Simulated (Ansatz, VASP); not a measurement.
# Sn: VASP beside Ansatz

```
Sn
1.0
    -1.91920    1.91920    1.77878
     1.91920   -1.91920    1.77878
     1.91920    1.91920   -1.77878
Sn
1
Direct
  0.00000 0.00000 0.00000
```

Change from the starting cell: strain +0.025 along x and y, -0.050 along z, atoms carried along.

Alike in both runs: task single point; functional PBEsol; k mesh 22 × 22 × 22; occupations gaussian, width 0.15 eV; no spin polarisation.

```csv
,VASP,Ansatz
version,VASP 6.6.1,Ansatz 0.2.0
potentials or method,"VASP PAW PBE potentials, release 64 (Sn_d), cutoff 520 eV","scalar-relativistic, plane waves, PAW"
valence electrons in the cell,14,14
```

```csv
,VASP,Ansatz,Ansatz less VASP
gap on the k mesh at the Fermi level (eV),none,none,-
pressure (GPa),-0.1,-0.1,+0.02
"traceless stress, the component that is largest in VASP (GPa)",-0.61,-0.61,+0.003
```

VASP's potentials were made for PBE, not for PBEsol. A gap of «none» marks a metal or a gap that the smearing closes. With one functional, cell and mesh, what is left measures potentials, basis and numerics.
